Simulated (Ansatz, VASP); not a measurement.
One calculation of ZnS, two programs

```
CELL_PARAMETERS angstrom
3.71954 0.00000 0.00000
-1.85977 3.22122 0.00000
0.00000 0.00000 6.11228
ATOMIC_POSITIONS crystal
Zn 0.33333 0.66667 0.00566
Zn 0.66667 0.33333 0.50566
S 0.33333 0.66667 0.37934
S 0.66667 0.33333 0.87934
```

Alike in both runs: functional LDA; k mesh 6 × 6 × 4; no spin polarisation.

Ansatz relaxed the structure, and its values are those at the end. VASP's run is a single point on that final structure, the one shown.

```csv
,VASP,Ansatz
version,VASP 6.6.1,Ansatz 0.2.0
potentials or method,"VASP PAW LDA potentials, release 64 (Zn, S), cutoff 520 eV","all-electron LAPW, scalar-relativistic"
occupations,"gaussian, width 0.01 eV",fixed
```

|  | VASP | Ansatz | Ansatz less VASP |
| --- | --- | --- | --- |
| gap on the k mesh at the Fermi level (eV) | 2.30 | 2.26 | -0.034 |
| pressure (GPa) | 1.6 | 1.4 | -0.25 |

LDA's correlation is that of Perdew and Zunger in VASP and of Perdew and Wang (1992) in Ansatz. Ansatz ran all-electron here, and VASP with PAW potentials.
